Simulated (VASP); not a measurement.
A run of VASP 6.6.1 is set up as follows.

Contents of POSCAR:

```
Sr
1.0
   -2.1557762670      2.1557762670      3.0507445418
    2.1557762670     -2.1557762670      3.0507445418
    2.1557762670      2.1557762670     -3.0507445418
Sr
1
Direct
    0.0000000000      0.0000000000      0.0000000000
```

File INCAR.step1:

```
SYSTEM = Sr
ALGO = Normal ; EDIFF = 1E-4
ENCUT = 520 ; GGA = PE
ISMEAR = 0 ; LASPH = .True.
LCHARG = .False. ; LREAL = .False.
LWAVE = .True. ; NBANDS = 11
NELM = 60 ; PREC = Accurate
SIGMA = 0.1
```

INCAR.step2

```
SYSTEM = Sr
ALGO = Normal ; EDIFF = 1E-6
ENCUT = 520 ; ISIF = 2
ISMEAR = 0 ; ISTART = 1
LASPH = .True. ; LCHARG = .False.
LMIXTAU = .True. ; LREAL = .False.
LWAVE = .False. ; METAGGA = R2SCAN
NBANDS = 11 ; NELM = 60
PREC = Accurate ; SIGMA = 0.1
```

Contents of KPOINTS:

```
k-points
0
Gamma
  18 18 18
  0 0 0
```

Potentials or basis: VASP PAW PBE potentials, release 64 (Sr_sv).

The run is started by

```console
$ cat potpaw_PBE.64/Sr_sv/POTCAR > POTCAR
$ cp INCAR.step1 INCAR
$ mpirun -np 1 vasp_std > vasp.out
$ cp INCAR.step2 INCAR
$ mpirun -np 1 vasp_std > vasp.out
```

**Question.** Predict the band gap on the k mesh.

**Answer.** Zero (bands 5 and 6 overlap by 0.17 eV).

**Question.** Predict the pressure.

**Answer.** 0.0 GPa.

Caveat: the PAW data sets were made with another functional, which shifts forces and pressure a little.
